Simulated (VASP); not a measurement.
# Mg2SiN2 (I4/mmm) in VASP: single point with PBE

Aim: the single point of Mg2SiN2 with PBE.

All numbers are computed with VASP 6.6.1; they aren't measurements. Logs are shortened: lines on timing, memory, paths and dates and some standing lists are left out, and cuts for length are marked.

### 1 The cell of the first run

Symmetry: I4/mmm, No. 139, tetragonal system. The conventional cell has a = 5.402 Å, b = 5.402 Å, c = 7.641 Å, α = 90.00°, β = 90.00°, γ = 90.00°. Within 2.5 Å of Mg (site symmetry mmm) lie 2 N at 1.91 Å. Within 3.6 Å of Si (site symmetry 4/mmm) lie 4 Mg at 2.70 Å and 8 N at 3.31 Å. Within 2.5 Å of N (site symmetry -4m2) lie 2 Mg at 1.91 Å.

### 2 Single point, PBE

Input file POSCAR:

```
Mg2SiN2
1.0
   -2.7011922880      2.7011922880      3.8205114868
    2.7011922880     -2.7011922880      3.8205114868
    2.7011922880      2.7011922880     -3.8205114868
Mg Si N
2 1 2
Direct
    0.5000000000      0.0000000000      0.5000000000
    0.0000000000      0.5000000000      0.5000000000
    0.0000000000      0.0000000000      0.0000000000
    0.7500000000      0.2500000000      0.5000000000
    0.2500000000      0.7500000000      0.5000000000
```

Input file INCAR.step1:

```
SYSTEM = Mg2SiN2
ALGO = Normal
EDIFF = 1E-7
ENCUT = 520
GGA = PE
ISIF = 2
ISMEAR = 0
LASPH = .TRUE.
LCHARG = .TRUE.
LREAL = .FALSE.
LWAVE = .FALSE.
NBANDS = 17
NELM = 80
PREC = Accurate
SIGMA = 0.1
```

Input file KPOINTS.step1:

```
k-points
0
G
  10 10 10
  0 0 0
```

Input file INCAR.step2:

```
SYSTEM = Mg2SiN2
ALGO = Normal
EDIFF = 1E-7
ENCUT = 520
GGA = PE
ICHARG = 11
ISIF = 2
ISMEAR = -5
LASPH = .TRUE.
LCHARG = .FALSE.
LORBIT = 10
LREAL = .FALSE.
LWAVE = .FALSE.
NBANDS = 17
NEDOS = 1001
NELM = 80
PREC = Accurate
SIGMA = 0.1
```

Input file KPOINTS.step2:

```
k-points
0
G
  15 15 15
  0 0 0
```

Potentials or basis: VASP PAW PBE potentials, release 64 (Mg, Si, N).

On the command line:

```sh
$ cat potpaw_PBE.64/Mg/POTCAR potpaw_PBE.64/Si/POTCAR potpaw_PBE.64/N/POTCAR > POTCAR
$ cp INCAR.step1 INCAR
$ cp KPOINTS.step1 KPOINTS
$ mpirun -np 1 vasp_std > vasp.out
$ cp INCAR.step2 INCAR
$ cp KPOINTS.step2 KPOINTS
$ mpirun -np 1 vasp_std > vasp.out
```

OUTCAR:

```text
SYSTEM = Mg2SiN2
   EDIFF = 1E-7
   ENCUT = 520
   GGA = PE
   ICHARG = 11
   ISIF = 2
   ISMEAR = -5
   LASPH = .TRUE.
   LORBIT = 10
   LREAL = .FALSE.
   NELM = 80
   PREC = Accurate

 ion  position               nearest neighbor table
   1  0.500  0.000  0.500-   4 1.91   5 1.91   3 2.70   3 2.70
   2  0.000  0.500  0.500-   4 1.91   5 1.91   3 2.70   3 2.70
   3  0.000  0.000  0.000-   1 2.70   2 2.70   2 2.70   1 2.70
   4  0.750  0.250  0.500-   1 1.91   2 1.91
   5  0.250  0.750  0.500-   1 1.91   2 1.91

  LATTYP: Found a body centered tetragonal cell.
 ALAT       =     5.4023845760
 C/A-ratio  =     1.4143796811

  Lattice vectors:

 A1 = (  -2.7011922880,   2.7011922880,   3.8205114868)
 A2 = (   2.7011922880,  -2.7011922880,   3.8205114868)
 A3 = (   2.7011922880,   2.7011922880,  -3.8205114868)

Analysis of symmetry for initial positions (statically):
=====================================================================
 Subroutine PRICEL returns:
 Original cell was already a primitive cell.

 Routine SETGRP: Setting up the symmetry group for a
 body centered tetragonal supercell.

 Subroutine GETGRP returns: Found 16 space group operations
 (whereof 16 operations were pure point group operations)
 out of a pool of 16 trial point group operations.

The static configuration has the point symmetry D_4h.

Analysis of symmetry for dynamics (positions and initial velocities):
=====================================================================
 Subroutine PRICEL returns:
 Original cell was already a primitive cell.

 Routine SETGRP: Setting up the symmetry group for a
 body centered tetragonal supercell.

 Subroutine GETGRP returns: Found 16 space group operations
 (whereof 16 operations were pure point group operations)
 out of a pool of 16 trial point group operations.

The dynamic configuration has the point symmetry D_4h.

 Subroutine INISYM returns: Found 16 space group operations
 (whereof 16 operations are pure point group operations),
 and found     1 'primitive' translations

----------------------------------------------------------------------------------------

                                     Primitive cell

  volume of cell :     111.5045

  direct lattice vectors                    reciprocal lattice vectors
    -2.701192288  2.701192288  3.820511487     0.000000000  0.185103446  0.130872529
     2.701192288 -2.701192288  3.820511487     0.185103446  0.000000000  0.130872529
     2.701192288  2.701192288 -3.820511487     0.185103446  0.185103446  0.000000000
[... 106 lines left out ...]
   EFERMI =   0.00;   METHOD = LEGACY
   ISMEAR =    -5;   SIGMA  =   0.10  broadening in eV -4-tet -1-fermi 0-gaus
   EFERMI_NEDOS =   21; number of points for ismear=-14 and -15
   IALGO  =     38    algorithm
   IMIX   =      4    mixing-type and parameters
     AMIX     =   0.40;   BMIX     =  1.00
     AMIX_MAG =   1.60;   BMIX_MAG =  1.00
  volume/ion in A,a.u.               =      22.30       150.49
  Fermi-wavevector in a.u.,A,eV,Ry     =   0.891391  1.684484 10.810885  0.794578
  Thomas-Fermi vector in A             =   2.013205
   LORBIT       =     10    0 simple, 1 ext, 2 COOP (PROOUT), +10 PAW based schemes
   GGA     = PE    functional components
   LHFCALC =     F    Hartree Fock is set to
   AEXX    =    0.0000 exact exchange contribution
   IVDW    =     0    specifies the selected vdW correction
   LEPSILON=     F    determine dielectric tensor
   LRPA    =     F    only Hartree local field effects (RPA)
 non-spin polarized calculation
 Fermi weights with tetrahedron method with Bloechl corrections
  energy-cutoff  :      520.00
  volume of cell :      111.50
 maximum number of plane-waves:      3024

 number of electron      17.9999997 magnetization

 Free energy of the ion-electron system (eV)
  ---------------------------------------------------
  ext. energy  EPLUGINS =         0.00000000
  ---------------------------------------------------
  free energy    TOTEN  =       -18.61700974 eV

  energy without entropy =      -18.61700974  energy(sigma->0) =      -18.61700974

 E-fermi :   0.4299     XC(G=0):  -7.7809

 val. band max:        0.4325862748   @ k =   0.3333   0.2667   0.0667
 cond. band min:       0.4122082464   @ k =  -0.2000   0.3333   0.0667
 fundamental gap:     -0.0203780284
 Fermi energy:         0.4298614743

 k-point     1 :       0.0000    0.0000    0.0000
  band No.  band energies     occupation
      1     -11.8580      2.00000
      2     -11.2224      2.00000
      3      -6.1438      2.00000
      4      -2.0565      2.00000
      5      -1.2139      2.00000
      6      -0.7538      2.00000
[... 457 lines left out ...]
      4      -2.1514      2.00000
      5      -1.6301      2.00000
      6      -1.0872      2.00000
[... 9 lines left out ...]
     16       7.3978      0.00000
     17       8.0526      0.00000

 [... further k-points ...]

------------------------ aborting loop because EDIFF is reached ----------------------------------------

  FORCE on cell =-STRESS in cart. coord.  units (eV):
  Direction    XX          YY          ZZ          XY          YZ          ZX
  --------------------------------------------------------------------------------------
  -------------------------------------------------------------------------------------
  Total        0.0115643      0.0115643      0.0130296      0.0000000     -0.0000000      0.0000000
  in kB        0.1661645      0.1661645      0.1872188      0.0000000     -0.0000000      0.0000000
  external PRESSURE =       0.1731826 kB  Pullay stress =       0.0000000 kB

 VOLUME and BASIS-vectors are now :
 -----------------------------------------------------------------------------
  energy-cutoff  :      520.00
  volume of cell :      111.50
      direct lattice vectors                 reciprocal lattice vectors
    -2.701192288  2.701192288  3.820511487     0.000000000  0.185103446  0.130872529
     2.701192288 -2.701192288  3.820511487     0.185103446  0.000000000  0.130872529
     2.701192288  2.701192288 -3.820511487     0.185103446  0.185103446  0.000000000

 POSITION                                       TOTAL-FORCE (eV/Angst)
 -----------------------------------------------------------------------------------
      0.00000      2.70119      0.00000        -0.000000     -0.000000      0.000000
      2.70119      0.00000      0.00000        -0.000000     -0.000000      0.000000
      0.00000      0.00000      0.00000        -0.000000     -0.000000      0.000000
     -0.00000      2.70119      1.91026         0.000000     -0.000000      0.000000
      2.70119     -0.00000      1.91026         0.000000      0.000000     -0.000000
 -----------------------------------------------------------------------------------
    total drift:                                0.000000     -0.000000     -0.000000

  FREE ENERGIE OF THE ION-ELECTRON SYSTEM (eV)
  ---------------------------------------------------
  free  energy   TOTEN  =       -18.6170097370 eV

  energy  without entropy=      -18.6170097370  energy(sigma->0) =      -18.61700974

 total charge

# of ion       s       p       d       tot
------------------------------------------
    1        0.204   0.201   0.058   0.463
    2        0.204   0.201   0.058   0.463
    3        0.929   0.588   0.000   1.516
    4        1.304   2.224   0.000   3.528
    5        1.304   2.224   0.000   3.528
--------------------------------------------------
tot          3.944   5.437   0.116   9.497
```

OUTCAR.step1:

```text
SYSTEM = Mg2SiN2
   EDIFF = 1E-7
   ENCUT = 520
   GGA = PE
   ISIF = 2
   ISMEAR = 0
   LASPH = .TRUE.
   LREAL = .FALSE.
[... 712 lines left out ...]
      0.00000      0.00000      0.00000         0.000000     -0.000000      0.000000
     -0.00000      2.70119      1.91026         0.000000      0.000000      0.000000
      2.70119     -0.00000      1.91026        -0.000000     -0.000000     -0.000000
 -----------------------------------------------------------------------------------
    total drift:                                0.000000     -0.000000     -0.000000

  FREE ENERGIE OF THE ION-ELECTRON SYSTEM (eV)
  ---------------------------------------------------
  free  energy   TOTEN  =       -18.6270069022 eV

  energy  without entropy=      -18.6076640261  energy(sigma->0) =      -18.61733546
```

OSZICAR.step1:

```text
N       E                     dE             d eps       ncg     rms          rms(c)
DAV:   1     0.617414199086E+02    0.61741E+02   -0.68350E+03  3468   0.827E+02
DAV:   2    -0.169536777003E+02   -0.78695E+02   -0.70855E+02  4764   0.153E+02
DAV:   3    -0.263305060423E+02   -0.93768E+01   -0.92500E+01  3841   0.557E+01
DAV:   4    -0.264513113064E+02   -0.12081E+00   -0.12065E+00  4758   0.734E+00
DAV:   5    -0.264529537538E+02   -0.16424E-02   -0.16420E-02  4221   0.799E-01    0.160E+01
DAV:   6    -0.253516869127E+02    0.11013E+01   -0.94935E+01  3946   0.384E+01    0.174E+01
DAV:   7    -0.185705186267E+02    0.67812E+01   -0.12988E+01  3672   0.192E+01    0.353E+00
DAV:   8    -0.186675081971E+02   -0.96990E-01   -0.21230E+00  3648   0.878E+00    0.156E+00
DAV:   9    -0.186312177915E+02    0.36290E-01   -0.57787E-02  4167   0.163E+00    0.748E-01
DAV:  10    -0.186302315402E+02    0.98625E-03   -0.43169E-02  4282   0.122E+00    0.612E-01
DAV:  11    -0.186286100290E+02    0.16215E-02   -0.31165E-02  3665   0.857E-01    0.373E-01
DAV:  12    -0.186270881776E+02    0.15219E-02   -0.81444E-03  3546   0.479E-01    0.122E-01
DAV:  13    -0.186269373050E+02    0.15087E-03   -0.88494E-04  3578   0.163E-01    0.164E-02
DAV:  14    -0.186270049658E+02   -0.67661E-04   -0.15990E-04  3578   0.569E-02    0.680E-03
DAV:  15    -0.186270068154E+02   -0.18497E-05   -0.47167E-06  4642   0.107E-02    0.790E-03
DAV:  16    -0.186270068954E+02   -0.79920E-07   -0.26421E-06  3592   0.744E-03    0.138E-03
DAV:  17    -0.186270069022E+02   -0.68170E-08   -0.23093E-07  4822   0.251E-03
   1 F= -.18627007E+02 E0= -.18617335E+02  d E =-.193429E-01
```

Wall time 13 min (1 thread of AMD EPYC 7R13, shared host); peak memory 0.62 GiB.

Results:

```
Valence electrons inside the program's atomic spheres : Mg 0.46; Si 1.52; N 3.53
```

Caveat: tetrahedron occupations give inexact forces and stress in metals.
